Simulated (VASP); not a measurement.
# Mg9Bi2Sb4 (C2/m) in VASP: notebook

Mg9Bi2Sb4 is run at these levels: PBEsol; tasks: relaxation of cell and atoms.

Program: VASP 6.6.1. These are calculated values, not measurements. Logs are shortened: lines on timing, memory, paths and dates and some standing lists are left out, and cuts for length are marked.

## 1. The cell of the first run

It takes space group C2/m (No. 12, monoclinic). The conventional cell has a = 7.982 Å, b = 13.826 Å, c = 7.286 Å, α = 90.00°, β = 90.00°, γ = 90.00°. Within 3.8 Å of Mg (site symmetry m) lie 2 Bi at 2.84 to 2.88 Å and 2 Sb at 2.84 Å and 6 Mg at 3.27 to 3.79 Å. Mg (site symmetry 1) has 3 Sb at 2.84 to 2.88 Å and 1 Bi at 2.84 Å and 6 Mg at 3.27 to 3.79 Å within 3.8 Å. Within 4.2 Å of Mg (site symmetry 2) lie 4 Sb at 3.16 Å and 2 Bi at 3.16 Å and 6 Mg at 3.79 Å. Within 4.2 Å of Mg (site symmetry 2/m) lie 2 Bi at 3.16 Å and 4 Sb at 3.16 Å and 6 Mg at 3.79 Å. Within 3.7 Å of Bi (site symmetry m) lie 7 Mg at 2.84 to 3.16 Å. Within 3.7 Å of Sb (site symmetry 1) lie 7 Mg at 2.84 to 3.16 Å.

## 2. Relaxation of cell and atoms, PBEsol

The input, INCAR:

```
SYSTEM = Mg9Bi2Sb4
ALGO = Normal
EDIFF = 1E-6
EDIFFG = -0.01
ENCUT = 600
GGA = PS
IBRION = 2
ISIF = 3
ISMEAR = 0
LASPH = .TRUE.
LCHARG = .FALSE.
LREAL = .FALSE.
LUSENCCL = .FALSE.
LWAVE = .FALSE.
NELM = 80
NSW = 90
PREC = Accurate
SIGMA = 0.03
```

The input, KPOINTS:

```
k-points
0
G
  6 6 6
  0 0 0
```

The input, POSCAR:

```
Mg9Bi2Sb4
1.0
    0.0000000000      0.0000000000      7.2860049400
    6.9128536700      3.9911379200      0.0000000000
   -6.9128536700      3.9911379200      0.0000000000
Mg Bi Sb
9 2 4
Direct
    0.6300000000      0.3333333300      0.3333333300
    0.6300000000      0.6666666700      0.0000000000
    0.6300000000      0.0000000000      0.6666666700
    0.3700000000      0.3333333300      0.0000000000
    0.3700000000      0.6666666700      0.6666666700
    0.3700000000      0.0000000000      0.3333333300
    0.0000000000      0.0000000000      0.0000000000
    0.0000000000      0.3333333300      0.6666666700
    0.0000000000      0.6666666700      0.3333333300
    0.2350000000      0.3333333300      0.3333333300
    0.7650000000      0.3333333300      0.0000000000
    0.2350000000      0.6666666700      0.0000000000
    0.2350000000      0.0000000000      0.6666666700
    0.7650000000      0.6666666700      0.6666666700
    0.7650000000      0.0000000000      0.3333333300
```

Potentials or basis: VASP PAW PBE potentials, release 64 (Mg, Bi_d, Sb).

On the command line:

```console
> cat potpaw_PBE.64/Mg/POTCAR potpaw_PBE.64/Bi_d/POTCAR potpaw_PBE.64/Sb/POTCAR > POTCAR
> mpirun -np 1 vasp_std > vasp.out
```

OUTCAR:

```text
SYSTEM = Mg9Bi2Sb4
   EDIFF = 1E-6
   EDIFFG = -0.01
   ENCUT = 600
   GGA = PS
   IBRION = 2
   ISIF = 3
   ISMEAR = 0
   LASPH = .TRUE.
   LREAL = .FALSE.
   NELM = 80
   NSW = 90
   PREC = Accurate

 ion  position               nearest neighbor table
   1  0.630  0.333  0.333-  11 2.84  15 2.84  14 2.84  10 2.88   4 3.27   6 3.27   5 3.27
   2  0.630  0.667  0.000-  15 2.84  14 2.84  11 2.84  12 2.88   6 3.27   5 3.27   4 3.27
   3  0.630  0.000  0.667-  11 2.84  14 2.84  15 2.84  13 2.88   4 3.27   5 3.27   6 3.27
   4  0.370  0.333  0.000-  13 2.84  10 2.84  12 2.84  11 2.88   3 3.27   1 3.27   2 3.27
   5  0.370  0.667  0.667-  12 2.84  13 2.84  10 2.84  14 2.88   2 3.27   3 3.27   1 3.27
   6  0.370  0.000  0.333-  12 2.84  10 2.84  13 2.84  15 2.88   2 3.27   1 3.27   3 3.27
   7  0.000  0.000  0.000-  10 3.16  14 3.16  12 3.16  13 3.16  11 3.16  15 3.16
   8  0.000  0.333  0.667-  11 3.16  13 3.16  12 3.16  15 3.16  14 3.16  10 3.16
   9  0.000  0.667  0.333-  12 3.16  15 3.16  13 3.16  11 3.16  14 3.16  10 3.16
  10  0.235  0.333  0.333-   4 2.84   6 2.84   5 2.84   1 2.88   7 3.16   8 3.16   9 3.16
  11  0.765  0.333  0.000-   3 2.84   1 2.84   2 2.84   4 2.88   7 3.16   8 3.16   9 3.16
  12  0.235  0.667  0.000-   6 2.84   5 2.84   4 2.84   2 2.88   7 3.16   9 3.16   8 3.16
  13  0.235  0.000  0.667-   4 2.84   5 2.84   6 2.84   3 2.88   7 3.16   8 3.16   9 3.16
  14  0.765  0.667  0.667-   2 2.84   3 2.84   1 2.84   5 2.88   7 3.16   8 3.16   9 3.16
  15  0.765  0.000  0.333-   2 2.84   1 2.84   3 2.84   6 2.88   7 3.16   9 3.16   8 3.16

  LATTYP: Found a hexagonal cell.
 ALAT       =     7.9822758509
 C/A-ratio  =     0.9127728828

  Lattice vectors:

 A1 = (   6.9128536700,   3.9911379200,   0.0000000000)
 A2 = (  -6.9128536700,   3.9911379200,   0.0000000000)
 A3 = (   0.0000000000,   0.0000000000,   7.2860049400)

Analysis of symmetry for initial positions (statically):
=====================================================================
 Subroutine PRICEL returns:
 Original cell was already a primitive cell.

 Routine SETGRP: Setting up the symmetry group for a
 hexagonal supercell.

 Subroutine GETGRP returns: Found  4 space group operations
 (whereof  2 operations were pure point group operations)
 out of a pool of 24 trial point group operations.

The static configuration has the point symmetry C_2 .
 The point group associated with its full space group is C_2h.

Analysis of symmetry for dynamics (positions and initial velocities):
=====================================================================
 Subroutine PRICEL returns:
 Original cell was already a primitive cell.

 Routine SETGRP: Setting up the symmetry group for a
 hexagonal supercell.

 Subroutine GETGRP returns: Found  4 space group operations
 (whereof  2 operations were pure point group operations)
 out of a pool of 24 trial point group operations.

The dynamic configuration has the point symmetry C_2 .
 The point group associated with its full space group is C_2h.

 Subroutine INISYM returns: Found  4 space group operations
 (whereof  2 operations are pure point group operations),
 and found     1 'primitive' translations

----------------------------------------------------------------------------------------

                                     Primitive cell

  volume of cell :     402.0440

  direct lattice vectors                    reciprocal lattice vectors
     0.000000000  0.000000000  7.286004940     0.000000000 -0.000000000  0.137249427
     6.912853670  3.991137920  0.000000000     0.072329030  0.125277555 -0.000000000
    -6.912853670  3.991137920  0.000000000    -0.072329030  0.125277555  0.000000000

  length of vectors
     7.286004940  7.982275851  7.982275851     0.137249427  0.144658060  0.144658060

  position of ions in fractional coordinates (direct lattice)
     0.630000000  0.333333330  0.333333330
     0.630000000  0.666666670  1.000000000
     0.630000000  1.000000000  0.666666670
     0.370000000  0.333333330  1.000000000
     0.370000000  0.666666670  0.666666670
     0.370000000  1.000000000  0.333333330
     0.000000000  0.000000000  0.000000000
     0.000000000  0.333333330  0.666666670
     0.000000000  0.666666670  0.333333330
     0.235000000  0.333333330  0.333333330
     0.765000000  0.333333330  1.000000000
     0.235000000  0.666666670  1.000000000
     0.235000000  1.000000000  0.666666670
     0.765000000  0.666666670  0.666666670
     0.765000000  1.000000000  0.333333330

  ion indices of the primitive-cell ions
   primitive index   ion index
                 1           1
                 2           2
                 3           3
                 4           4
                 5           5
                 6           6
                 7           7
                 8           8
                 9           9
                10          10
                11          11
                12          12
                13          13
                14          14
                15          15

----------------------------------------------------------------------------------------

 KPOINTS: k-points

Automatic generation of k-mesh.
 Grid dimensions read from file:
 generate k-points for:    6    6    6

 Generating k-lattice:

  Cartesian coordinates                     Fractional coordinates (reciprocal lattice)
     0.000000000 -0.000000000  0.022874904     0.166666667  0.000000000  0.000000000
     0.012054838  0.020879592 -0.000000000     0.000000000  0.166666667  0.000000000
    -0.012054838  0.020879592  0.000000000     0.000000000  0.000000000  0.166666667

  Length of vectors
     0.022874904  0.024109677  0.024109677

  Shift w.r.t. Gamma in fractional coordinates (k-lattice)
     0.000000000  0.000000000  0.000000000

 Subroutine IBZKPT returns following result:
 ===========================================

 Found     68 irreducible k-points:

 Following reciprocal coordinates:
            Coordinates               Weight
  0.000000  0.000000  0.000000      1.000000
  0.166667  0.000000  0.000000      2.000000
  0.333333  0.000000  0.000000      2.000000
  0.500000  0.000000  0.000000      1.000000
  0.000000  0.166667  0.000000      2.000000
  0.000000  0.000000  0.166667      4.000000
[... 16 lines left out ...]
  0.500000  0.333333  0.000000      2.000000
  0.500000  0.000000  0.333333      4.000000
 [... further k-points ...]
   k-points           NKPTS =     68   k-points in BZ     NKDIM =     68   number of bands    NBANDS=     42
   number of dos      NEDOS =    301   number of ions     NIONS =     15
   total plane-waves  NPLWV = 245760
   dimension x,y,z NGX =    60 NGY =   64 NGZ =   64
   dimension x,y,z NGXF=   120 NGYF=  128 NGZF=  128
   ions per type =               9   2   4
   NGX,Y,Z   is equivalent  to a cutoff of  13.69, 13.33, 13.33 a.u.
   NGXF,Y,Z  is equivalent  to a cutoff of  27.38, 26.66, 26.66 a.u.
 SYSTEM =  Mg9Bi2Sb4
   PREC   = accura    normal or accurate (medium, high low for compatibility)
   ISTART =      0    job   : 0-new  1-cont  2-samecut
   ICHARG =      2    charge: 1-file 2-atom 10-const
   ISPIN  =      1    spin polarized calculation?
   LNONCOLLINEAR =      F non collinear calculations
   LSORBIT =      F    spin-orbit coupling
   LASPH  =      T    aspherical Exc in radial PAW
   ENCUT  =  600.0 eV  44.10 Ry    6.64 a.u.  14.55 15.94 15.94*2*pi/ulx,y,z
   NELM   =     80;   NELMIN=  2; NELMDL= -5     # of ELM steps
   EDIFF  = 0.1E-05   stopping-criterion for ELM
   LREAL  =      F    real-space projection
   EDIFFG = -.1E-01   stopping-criterion for IOM
   NSW    =     90    number of steps for IOM
   IBRION =      2    ionic relax: 0-MD 1-quasi-New 2-CG
   NFREE  =      1    steps in history (QN), initial steepest desc. (CG)
   ISIF   =      3    stress and relaxation
   ISYM   =      2    0-nonsym 1-usesym 2-fastsym
   POTIM  = 0.5000    time-step for ionic-motion
   TEBEG  =    0.0;   TEEND  =   0.0 temperature during run
   PSTRESS=    0.0 pullay stress
   NELECT =      68.0000    total number of electrons
   NUPDOWN=      -1.0000    fix difference up-down
   EMIN   =  10.00;   EMAX   =-10.00  energy-range for DOS
   EFERMI =   0.00;   METHOD = LEGACY
   ISMEAR =     0;   SIGMA  =   0.03  broadening in eV -4-tet -1-fermi 0-gaus
   EFERMI_NEDOS =   21; number of points for ismear=-14 and -15
   IALGO  =     38    algorithm
   IMIX   =      4    mixing-type and parameters
     AMIX     =   0.40;   BMIX     =  1.00
     AMIX_MAG =   1.60;   BMIX_MAG =  1.00
  volume/ion in A,a.u.               =      26.80       180.88
  Fermi-wavevector in a.u.,A,eV,Ry     =   0.905357  1.710877 11.152309  0.819672
  Thomas-Fermi vector in A             =   2.028915
   LORBIT       =      0    0 simple, 1 ext, 2 COOP (PROOUT), +10 PAW based schemes
   GGA     = PS    functional components
   LHFCALC =     F    Hartree Fock is set to
   AEXX    =    0.0000 exact exchange contribution
   IVDW    =     0    specifies the selected vdW correction
   LEPSILON=     F    determine dielectric tensor
   LRPA    =     F    only Hartree local field effects (RPA)
 conjugate gradient relaxation of ions
 non-spin polarized calculation
 Gauss-broadening in eV      SIGMA  =   0.03
  energy-cutoff  :      600.00
  volume of cell :      402.04
 maximum number of plane-waves:     13461
 NGX is ok and might be reduce to    60
   NGX = 29   NGY = 31   NGZ = 31

--------------------------------------- Ionic step        1  -------------------------------------------

 number of electron      67.9999999 magnetization

 Free energy of the ion-electron system (eV)
  ---------------------------------------------------
  ext. energy  EPLUGINS =         0.00000000
  ---------------------------------------------------
  free energy    TOTEN  =       -47.10463808 eV

  energy without entropy =      -47.10463603  energy(sigma->0) =      -47.10463706

------------------------ aborting loop because EDIFF is reached ----------------------------------------

  FORCE on cell =-STRESS in cart. coord.  units (eV):
  Direction    XX          YY          ZZ          XY          YZ          ZX
  --------------------------------------------------------------------------------------
  -------------------------------------------------------------------------------------
  Total       -0.9709024     -0.9733583      0.8785311     -0.0021269      0.0003906     -0.0006765
  in kB       -3.8691234     -3.8789105      3.5010164     -0.0084759      0.0015566     -0.0026960
  external PRESSURE =      -1.4156725 kB  Pullay stress =       0.0000000 kB
[... 128 lines left out ...]
  FREE ENERGIE OF THE ION-ELECTRON SYSTEM (eV)
  ---------------------------------------------------
  free  energy   TOTEN  =       -47.2621983278 eV

  energy  without entropy=      -47.2621981257  energy(sigma->0) =      -47.26219823

[... ionic steps 4 to 14 ...]

--------------------------------------- Ionic step       15  -------------------------------------------

 number of electron      67.9999998 magnetization

------------------------ aborting loop because EDIFF is reached ----------------------------------------

  FORCE on cell =-STRESS in cart. coord.  units (eV):
  Direction    XX          YY          ZZ          XY          YZ          ZX
  --------------------------------------------------------------------------------------
  -------------------------------------------------------------------------------------
  Total       -0.0292696     -0.0092668     -0.0052683      0.0173229      0.0065452     -0.0113367
  in kB       -0.1184998     -0.0375173     -0.0213291      0.0701329      0.0264987     -0.0458972
  external PRESSURE =      -0.0591154 kB  Pullay stress =       0.0000000 kB
[... 83 lines left out ...]
  energy  without entropy=      -47.3025033166  energy(sigma->0) =      -47.30252558

--------------------------------------- Ionic step       17  -------------------------------------------

 number of electron      67.9999998 magnetization

 Free energy of the ion-electron system (eV)
  ---------------------------------------------------
  ext. energy  EPLUGINS =         0.00000000
  ---------------------------------------------------
  free energy    TOTEN  =       -47.30282410 eV

  energy without entropy =      -47.30278309  energy(sigma->0) =      -47.30280359

 E-fermi :   4.5962     XC(G=0):  -8.9891

 val. band max:        4.5606914194   @ k =   0.0000   0.0000   0.0000
 cond. band min:       4.6384011474   @ k =   0.3333   0.3333   0.3333
 fundamental gap:      0.0777097280
 Fermi energy:         4.5962402023

 k-point     1 :       0.0000    0.0000    0.0000
  band No.  band energies     occupation
      1     -17.5564      2.00000
      2     -17.5529      2.00000
      3     -17.5529      2.00000
      4     -17.5479      2.00000
      5     -17.5328      2.00000
      6     -17.5322      2.00000
[... 1069 lines left out ...]
     41       6.8626      0.00000
     42       7.0189      0.00000

 [... further k-points ...]

------------------------ aborting loop because EDIFF is reached ----------------------------------------

  FORCE on cell =-STRESS in cart. coord.  units (eV):
  Direction    XX          YY          ZZ          XY          YZ          ZX
  --------------------------------------------------------------------------------------
  -------------------------------------------------------------------------------------
  Total        0.0092600      0.0040676      0.0364970     -0.0044967     -0.0012598      0.0021820
  in kB        0.0375016      0.0164731      0.1478081     -0.0182112     -0.0051020      0.0088368
  external PRESSURE =       0.0672609 kB  Pullay stress =       0.0000000 kB
[... 30 lines left out ...]
  FREE ENERGIE OF THE ION-ELECTRON SYSTEM (eV)
  ---------------------------------------------------
  free  energy   TOTEN  =       -47.3028240990 eV

  energy  without entropy=      -47.3027830898  energy(sigma->0) =      -47.30280359

 reached required accuracy - stopping structural energy minimisation
```

It took 1.7 h on 1 × NVIDIA H100 80GB with 1 thread of AMD EPYC 7R13 (Zen 3), shared host; peak memory 2.3 GiB.

What came out:

- Free energy: -47.3028 eV
- Relaxed volume: 26.37 Å³/atom
- Relaxed cell: a = 7.241 Å, b = 7.944 Å, c = 7.940 Å, α = 119.98°, β = 90.01°, γ = 90.00°
- Space group after relaxing (to 0.1 Å): C2/m (No. 12)
- Energy gained by relaxing: 13.2 meV/atom
- Ionic steps: 17
- Pressure after relaxing: 0.0 GPa
- Largest force after relaxing: 0.006 eV/Å
- Band gap on the k mesh: 0.08 eV (least direct gap 0.19 eV)

Forces in eV/Å, atoms in the order of the input:
```
Mg   0.001  0.000 -0.006
Mg  -0.002 -0.001  0.005
Mg   0.000  0.003  0.005
Mg  -0.001  0.000  0.006
Mg   0.000 -0.003 -0.005
Mg   0.002  0.001 -0.005
Mg   0.001  0.001  0.000
Mg   0.000  0.000  0.000
Mg  -0.001 -0.001  0.000
Bi   0.001 -0.001 -0.005
Bi  -0.001  0.001  0.005
Sb  -0.005 -0.002 -0.003
Sb  -0.001  0.005 -0.003
Sb   0.001 -0.005  0.003
Sb   0.005  0.002  0.003
```

The path:
```
step  energy change (eV)  largest force (eV/Å)  pressure (GPa)  volume (Å³)
   1              0.0000                0.7345           -0.14       402.04
   2             -0.0935                0.4778           -0.18       400.66
   3             -0.1576                0.1509           -0.15       398.37
   4             -0.1582                0.1501           -0.14       398.12
   5             -0.1826                0.1289            0.04       395.86
   6             -0.1883                0.1111            0.17       394.20
   7             -0.1911                0.0910           -0.11       396.48
   8             -0.1911                0.0900           -0.12       396.59
   9             -0.1936                0.0655           -0.07       396.13
  10             -0.1954                0.0454            0.01       395.41
  11             -0.1955                0.0512            0.02       395.29
  12             -0.1968                0.0311            0.01       395.47
  13             -0.1973                0.0183            0.00       395.63
  14             -0.1974                0.0169            0.00       395.66
  15             -0.1978                0.0171           -0.01       395.74
  16             -0.1979                0.0182           -0.01       395.77
  17             -0.1982                0.0061            0.01       395.61
```

Final structure:
```yaml
crystal:
  lattice:
    - [0.00040, -0.00023, 7.24101]
    - [6.87861, 3.97381, 0.00026]
    - [-6.87648, 3.97014, -0.00051]
  atoms:
    - { symbol: Mg, position: [0.63104, 0.33333, 0.33677] }
    - { symbol: Mg, position: [0.63067, 0.66946, 0.99996] }
    - { symbol: Mg, position: [0.63067, 0.99720, 0.66383] }
    - { symbol: Mg, position: [0.36896, 0.33333, 0.99656] }
    - { symbol: Mg, position: [0.36933, 0.66946, 0.66950] }
    - { symbol: Mg, position: [0.36933, 0.99720, 0.33337] }
    - { symbol: Mg, position: [0.00000, 0.98350, 0.99175] }
    - { symbol: Mg, position: [0.00000, 0.33333, 0.66667] }
    - { symbol: Mg, position: [0.00000, 0.68317, 0.34158] }
    - { symbol: Bi, position: [0.21643, 0.33333, 0.33262] }
    - { symbol: Bi, position: [0.78357, 0.33333, 0.00072] }
    - { symbol: Sb, position: [0.22516, 0.66665, 0.00013] }
    - { symbol: Sb, position: [0.22516, 0.00002, 0.66682] }
    - { symbol: Sb, position: [0.77484, 0.66665, 0.66652] }
    - { symbol: Sb, position: [0.77484, 0.00002, 0.33320] }
```

Levels at points of the mesh, in eV from the valence-band top:
```
           k point  band 31  band 32  band 33  band 34  band 35  band 36  band 37  band 38
(0.00, 0.00, 0.00)    -1.11    -0.40    -0.38     0.00     0.19     0.19     0.66     1.02
(0.50, 0.00, 0.00)    -0.76    -0.75    -0.75    -0.73     1.44     1.44     1.64     1.64
(0.00, 0.50, 0.00)    -1.15    -1.00    -0.86    -0.81     0.27     1.57     1.59     1.78
(0.00, 0.00, 0.50)    -1.16    -0.95    -0.89    -0.85     0.27     1.57     1.58     1.77
(0.50, 0.50, 0.00)    -1.60    -1.57    -1.55    -1.42     0.40     1.11     1.65     1.65
(0.50, 0.00, 0.50)    -1.58    -1.57    -1.51    -1.48     0.42     1.11     1.63     1.64
```

Caveat: the PAW data sets were made with another functional, which shifts forces and pressure a little; spin-orbit coupling is left out, which moves the levels of the heavy elements. A k mesh can miss the band edges.

(Continued in part 2 of 2.)
